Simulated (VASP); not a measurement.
# Cr (P6/mmm) in VASP: relaxation of cell and atoms with LDA

Aim: the relaxation of cell and atoms of Cr with LDA.

Program: VASP 6.6.1. These are calculated values, not measurements. Logs are shortened: lines on timing, memory, paths and dates and some standing lists are left out, and cuts for length are marked.

### Step 1. The cell of the first run

The structure is hexagonal, space group P6/mmm (No. 191). The conventional cell has a = 2.138 Å, b = 2.138 Å, c = 2.010 Å, α = 90.00°, β = 90.00°, γ = 120.00°. Cr (site symmetry 6/mmm) has 8 Cr at 2.01 to 2.14 Å within 2.7 Å.

This isn't the form of Cr at room conditions, which is bcc.

### Step 2. Relaxation of cell and atoms, LDA, collinear spin, ferromagnetic start, target pressure 190 GPa, at which the enthalpy is minimised

Input file INCAR:

```
SYSTEM = Cr
ALGO = Normal
EDIFF = 1E-7
EDIFFG = -0.005
ENCUT = 700
GGA_COMPAT = .FALSE.
IBRION = 2
ISIF = 3
ISMEAR = -1
ISPIN = 2
LASPH = .TRUE.
LCHARG = .FALSE.
LMAXMIX = 4
LORBIT = 11
LREAL = .FALSE.
LWAVE = .FALSE.
MAGMOM = 2
NELM = 200
NELMIN = 4
NSW = 60
PREC = Accurate
PSTRESS = 1900.0
SIGMA = 0.1
```

Input file KPOINTS:

```
k-points
0
G
  20 20 19
  0 0 0
```

Input file POSCAR:

```
Cr
1.0
    2.1380574376      0.0000000000      0.0000000000
   -1.0690287188      1.8516120557      0.0000000000
    0.0000000000      0.0000000000      2.0097739914
Cr
1
Direct
    0.0000000000      0.0000000000      0.0000000000
```

Potentials or basis: VASP PAW LDA potentials, release 64 (Cr_sv).

Started as:

```bash
$ cat potpaw_LDA.64/Cr_sv/POTCAR > POTCAR
$ mpirun -np 1 vasp_std > vasp.out
```

OUTCAR:

```text
SYSTEM = Cr
   EDIFF = 1E-7
   EDIFFG = -0.005
   ENCUT = 700
   IBRION = 2
   ISIF = 3
   ISMEAR = -1
   ISPIN = 2
   LASPH = .TRUE.
   LORBIT = 11
   LREAL = .FALSE.
   NELM = 200
   NELMIN = 4
   NSW = 60
   PREC = Accurate
   PSTRESS = 1900.0

 ion  position               nearest neighbor table
   1  0.000  0.000  0.000-

  LATTYP: Found a hexagonal cell.
 ALAT       =     2.1380574376
 C/A-ratio  =     0.9400000000

  Lattice vectors:

 A1 = (   2.1380574376,   0.0000000000,   0.0000000000)
 A2 = (  -1.0690287188,   1.8516120557,   0.0000000000)
 A3 = (   0.0000000000,   0.0000000000,   2.0097739914)

Analysis of symmetry for initial positions (statically):
=====================================================================
 Subroutine PRICEL returns:
 Original cell was already a primitive cell.

 Routine SETGRP: Setting up the symmetry group for a
 hexagonal supercell.

 Subroutine GETGRP returns: Found 24 space group operations
 (whereof 24 operations were pure point group operations)
 out of a pool of 24 trial point group operations.

The static configuration has the point symmetry D_6h.

Analysis of symmetry for dynamics (positions and initial velocities):
=====================================================================
 Subroutine PRICEL returns:
 Original cell was already a primitive cell.

 Routine SETGRP: Setting up the symmetry group for a
 hexagonal supercell.

 Subroutine GETGRP returns: Found 24 space group operations
 (whereof 24 operations were pure point group operations)
 out of a pool of 24 trial point group operations.

The dynamic configuration has the point symmetry D_6h.

Analysis of structural, dynamic, and magnetic symmetry:
=====================================================================
 Subroutine PRICEL returns:
 Original cell was already a primitive cell.

 Routine SETGRP: Setting up the symmetry group for a
 hexagonal supercell.

 Subroutine GETGRP returns: Found 24 space group operations
 (whereof 24 operations were pure point group operations)
 out of a pool of 24 trial point group operations.

The overall configuration has the point symmetry D_6h.

 Subroutine INISYM returns: Found 24 space group operations
 (whereof 24 operations are pure point group operations),
 and found     1 'primitive' translations

----------------------------------------------------------------------------------------

                                     Primitive cell

  volume of cell :       7.9564

  direct lattice vectors                    reciprocal lattice vectors
     2.138057438  0.000000000  0.000000000     0.467714282  0.270034967  0.000000000
    -1.069028719  1.851612056  0.000000000     0.000000000  0.540069934  0.000000000
     0.000000000  0.000000000  2.009773991     0.000000000  0.000000000  0.497568385

  length of vectors
     2.138057438  2.138057438  2.009773991     0.540069934  0.540069934  0.497568385

  position of ions in fractional coordinates (direct lattice)
     0.000000000  0.000000000  0.000000000

  ion indices of the primitive-cell ions
   primitive index   ion index
                 1           1

----------------------------------------------------------------------------------------

 KPOINTS: k-points

Automatic generation of k-mesh.
 Grid dimensions read from file:
 generate k-points for:   20   20   19

 Generating k-lattice:

  Cartesian coordinates                     Fractional coordinates (reciprocal lattice)
     0.023385714  0.013501748  0.000000000     0.050000000  0.000000000  0.000000000
     0.000000000  0.027003497  0.000000000     0.000000000  0.050000000  0.000000000
     0.000000000  0.000000000  0.026187810     0.000000000  0.000000000  0.052631579

  Length of vectors
     0.027003497  0.027003497  0.026187810

  Shift w.r.t. Gamma in fractional coordinates (k-lattice)
     0.000000000  0.000000000  0.000000000

 Subroutine IBZKPT returns following result:
 ===========================================

 Found    440 irreducible k-points:

 Following reciprocal coordinates:
            Coordinates               Weight
  0.000000  0.000000  0.000000      1.000000
  0.050000 -0.000000  0.000000      6.000000
  0.100000  0.000000  0.000000      6.000000
  0.150000 -0.000000  0.000000      6.000000
  0.200000  0.000000  0.000000      6.000000
  0.250000 -0.000000  0.000000      6.000000
[... 16 lines left out ...]
  0.200000  0.100000  0.000000     12.000000
  0.250000  0.100000  0.000000     12.000000
 [... further k-points ...]
   k-points           NKPTS =    440   k-points in BZ     NKDIM =    440   number of bands    NBANDS=     12
   number of dos      NEDOS =    301   number of ions     NIONS =      1
   total plane-waves  NPLWV =   5832
   dimension x,y,z NGX =    18 NGY =   18 NGZ =   18
   dimension x,y,z NGXF=    36 NGYF=   36 NGZF=   36
   ions per type =               1
   NGX,Y,Z   is equivalent  to a cutoff of  14.00, 14.00, 14.89 a.u.
   NGXF,Y,Z  is equivalent  to a cutoff of  27.99, 27.99, 29.78 a.u.
 SYSTEM =  Cr
   PREC   = accura    normal or accurate (medium, high low for compatibility)
   ISTART =      0    job   : 0-new  1-cont  2-samecut
   ICHARG =      2    charge: 1-file 2-atom 10-const
   ISPIN  =      2    spin polarized calculation?
   LNONCOLLINEAR =      F non collinear calculations
   LSORBIT =      F    spin-orbit coupling
   LASPH  =      T    aspherical Exc in radial PAW
   ENCUT  =  700.0 eV  51.45 Ry    7.17 a.u.   4.61  4.61  4.34*2*pi/ulx,y,z
   NELM   =    200;   NELMIN=  4; NELMDL= -5     # of ELM steps
   EDIFF  = 0.1E-06   stopping-criterion for ELM
   LREAL  =      F    real-space projection
   EDIFFG = -.5E-02   stopping-criterion for IOM
   NSW    =     60    number of steps for IOM
   IBRION =      2    ionic relax: 0-MD 1-quasi-New 2-CG
   NFREE  =      1    steps in history (QN), initial steepest desc. (CG)
   ISIF   =      3    stress and relaxation
   ISYM   =      2    0-nonsym 1-usesym 2-fastsym
   POTIM  = 0.5000    time-step for ionic-motion
   TEBEG  =    0.0;   TEEND  =   0.0 temperature during run
   PSTRESS= 1900.0 pullay stress
   NELECT =      14.0000    total number of electrons
   NUPDOWN=      -1.0000    fix difference up-down
   EMIN   =  10.00;   EMAX   =-10.00  energy-range for DOS
   EFERMI =   0.00;   METHOD = LEGACY
   ISMEAR =    -1;   SIGMA  =   0.10  broadening in eV -4-tet -1-fermi 0-gaus
   EFERMI_NEDOS =   21; number of points for ismear=-14 and -15
   IALGO  =     38    algorithm
   IMIX   =      4    mixing-type and parameters
     AMIX     =   0.40;   BMIX     =  1.00
     AMIX_MAG =   1.60;   BMIX_MAG =  1.00
  volume/ion in A,a.u.               =       7.96        53.69
  Fermi-wavevector in a.u.,A,eV,Ry     =   1.976417  3.734887 53.147422  3.906225
  Thomas-Fermi vector in A             =   2.997735
   LORBIT       =     11    0 simple, 1 ext, 2 COOP (PROOUT), +10 PAW based schemes
   GGA     = CA    functional components
   LHFCALC =     F    Hartree Fock is set to
   AEXX    =    0.0000 exact exchange contribution
   IVDW    =     0    specifies the selected vdW correction
   LEPSILON=     F    determine dielectric tensor
   LRPA    =     F    only Hartree local field effects (RPA)
 conjugate gradient relaxation of ions
 spin polarized calculation
  energy-cutoff  :      700.00
  volume of cell :        7.96
 maximum number of plane-waves:       351
   NGX =  9   NGY =  9   NGZ =  9

--------------------------------------- Ionic step        1  -------------------------------------------

 number of electron      13.9999997 magnetization       0.0000307

 number of electron      13.9999997 magnetization      -0.0000000

 Free energy of the ion-electron system (eV)
  ---------------------------------------------------
  ext. energy  EPLUGINS =         0.00000000
  ---------------------------------------------------
  free energy    TOTEN  =        -8.39065368 eV

  energy without entropy =       -8.36750214  energy(sigma->0) =       -8.37907791

------------------------ aborting loop because EDIFF is reached ----------------------------------------

  FORCE on cell =-STRESS in cart. coord.  units (eV):
  Direction    XX          YY          ZZ          XY          YZ          ZX
  --------------------------------------------------------------------------------------
  -------------------------------------------------------------------------------------
  Total       10.1300859     10.1300859      7.4221462      0.0000000      0.0000000      0.0000000
  in kB     2039.8917521   2039.8917521   1494.5949088      0.0000000      0.0000000      0.0000000
  external PRESSURE =     -41.8738623 kB  Pullay stress =    1900.0000000 kB
[... 94 lines left out ...]
  FREE ENERGIE OF THE ION-ELECTRON SYSTEM (eV)
  ---------------------------------------------------
  free  energy   TOTEN  =        -8.3205324252 eV

  energy  without entropy=       -8.2937204842  energy(sigma->0) =       -8.30712645

  enthalpy is  TOTEN    =         0.9939213612 eV   P V=        9.3144537864

[... ionic steps 4 to 11 ...]

--------------------------------------- Ionic step       12  -------------------------------------------

 number of electron      13.9999994 magnetization       0.0000023

 number of electron      13.9999994 magnetization      -0.0000004

------------------------ aborting loop because EDIFF is reached ----------------------------------------

  FORCE on cell =-STRESS in cart. coord.  units (eV):
  Direction    XX          YY          ZZ          XY          YZ          ZX
  --------------------------------------------------------------------------------------
  -------------------------------------------------------------------------------------
  Total        9.3851840      9.3851840      9.3854150      0.0000000      0.0000000      0.0000000
  in kB     1898.6321283   1898.6321282   1898.6788624      0.0000000      0.0000000      0.0000000
  external PRESSURE =      -1.3522937 kB  Pullay stress =    1900.0000000 kB
[... 63 lines left out ...]
--------------------------------------- Ionic step       14  -------------------------------------------

 number of electron      13.9999994 magnetization      -0.0000011

 number of electron      13.9999994 magnetization       0.0000021

 Free energy of the ion-electron system (eV)
  ---------------------------------------------------
  ext. energy  EPLUGINS =         0.00000000
  ---------------------------------------------------
  free energy    TOTEN  =        -8.39682520 eV

  energy without entropy =       -8.36954572  energy(sigma->0) =       -8.38318546

 E-fermi :  21.0875     XC(G=0): -16.3410

 val. band max:       21.0874240391   @ k =   0.3500   0.1500   0.2632
 cond. band min:      21.0901188106   @ k =   0.4000   0.0500   0.3158
 fundamental gap:      0.0026947715
 Fermi energy:        21.0874711469

 spin component 1

 k-point     1 :       0.0000    0.0000    0.0000
  band No.  band energies     occupation
      1     -50.5552      1.00000
      2     -20.3528      1.00000
      3     -20.3528      1.00000
      4     -19.5836      1.00000
      5      12.6666      1.00000
      6      15.5606      1.00000
      7      19.7675      1.00000
      8      19.7675      1.00000
      9      25.9077      0.00000
     10      25.9077      0.00000
     11      42.5766      0.00000
     12      49.8762      0.00000
[... 331 lines left out ...]
 k-point    24 :       0.2500    0.1000    0.0000
  band No.  band energies     occupation
      1     -50.0330      1.00000
      2     -22.3445      1.00000
      3     -20.9210      1.00000
      4     -19.3737      1.00000
      5      15.7592      1.00000
      6      16.6999      1.00000
      7      18.7036      1.00000
      8      23.8815      0.00000
      9      23.9437      0.00000
     10      25.3763      0.00000
     11      39.7094      0.00000
     12      44.1052      0.00000

 [... further k-points ...]

 spin component 2

 k-point     1 :       0.0000    0.0000    0.0000
  band No.  band energies     occupation
      1     -50.5552      1.00000
      2     -20.3528      1.00000
      3     -20.3528      1.00000
      4     -19.5836      1.00000
      5      12.6666      1.00000
      6      15.5606      1.00000
      7      19.7675      1.00000
      8      19.7675      1.00000
      9      25.9077      0.00000
     10      25.9077      0.00000
     11      42.5766      0.00000
     12      49.8762      0.00000
[... 331 lines left out ...]
 k-point    24 :       0.2500    0.1000    0.0000
  band No.  band energies     occupation
      1     -50.0330      1.00000
      2     -22.3445      1.00000
      3     -20.9210      1.00000
      4     -19.3737      1.00000
      5      15.7592      1.00000
      6      16.6999      1.00000
      7      18.7036      1.00000
      8      23.8815      0.00000
      9      23.9437      0.00000
     10      25.3763      0.00000
     11      39.7094      0.00000
     12      44.1052      0.00000

 [... further k-points ...]

------------------------ aborting loop because EDIFF is reached ----------------------------------------

  FORCE on cell =-STRESS in cart. coord.  units (eV):
  Direction    XX          YY          ZZ          XY          YZ          ZX
  --------------------------------------------------------------------------------------
  -------------------------------------------------------------------------------------
  Total        9.3883337      9.3883337      9.3897312      0.0000000      0.0000000     -0.0000000
  in kB     1899.8696865   1899.8696864   1900.1524879      0.0000000      0.0000000     -0.0000000
  external PRESSURE =      -0.0360464 kB  Pullay stress =    1900.0000000 kB
[... 16 lines left out ...]
  FREE ENERGIE OF THE ION-ELECTRON SYSTEM (eV)
  ---------------------------------------------------
  free  energy   TOTEN  =        -8.3968251970 eV

  energy  without entropy=       -8.3695457190  energy(sigma->0) =       -8.38318546

  enthalpy is  TOTEN    =         0.9921524686 eV   P V=        9.3889776656

 reached required accuracy - stopping structural energy minimisation

 total charge

# of ion       s       p       d       tot
------------------------------------------
    1        2.279   6.060   4.200  12.539

 magnetization (x)

# of ion       s       p       d       tot
------------------------------------------
    1       -0.000   0.000  -0.000  -0.000
```

Wall time 6.2 min (1 thread of Intel Xeon 6975P-C (Granite Rapids), shared host); peak memory 0.25 GiB.

What came out:

```yaml
Free_energy: -8.3968 eV
Relaxed_volume: 7.92 Å³/atom
Relaxed_cell: a = 2.176 Å, b = 2.176 Å, c = 1.931 Å, α = 90.00°, β = 90.00°, γ = 120.00°
Space_group_after_relaxing_to_0.1_Å: P6/mmm (No. 191)
Energy_change_on_relaxing_the_run_minimises_the_enthalpy: -6.2 meV/atom
Ionic_steps: 14
Pressure_after_relaxing: 190.0 GPa
Band_gap_on_the_k_mesh: zero (filled and empty bands overlap)
Net_moment: 0.00 μB per cell
Valence_electrons_inside_the_program's_atomic_spheres: Cr 12.54
```

The path:
```csv
step,energy change (eV),largest force (eV/Å),pressure (GPa),volume (Å³)
1,0.0000,0.0000,185.81,7.96
2,0.4235,0.0000,228.03,7.67
3,0.0701,0.0000,197.17,7.85
4,0.0735,0.0000,197.64,7.85
5,-0.3280,0.0000,159.03,8.21
6,-0.0108,0.0000,189.54,7.92
7,-0.0073,0.0000,189.58,7.92
8,0.0090,0.0000,191.48,7.90
9,-0.0049,0.0000,190.30,7.92
10,-0.0045,0.0000,190.24,7.92
11,-0.0044,0.0000,190.26,7.92
12,-0.0091,0.0000,189.86,7.92
13,-0.0072,0.0000,189.85,7.92
14,-0.0062,0.0000,190.00,7.92
```

Final structure:
```
Cr
1.0
     2.17582    0.00000    0.00000
    -1.08791    1.88431    0.00000
     0.00000    0.00000    1.93108
Cr
1
Cartesian
  0.0000 0.0000 0.0000
```

Caveat: the cell is relaxed towards a set pressure, so the run minimises the enthalpy, not the energy; atoms lie so close that the PAW spheres overlap strongly, which falsifies energies and pressures; the moments typed at the start vanished in this run.
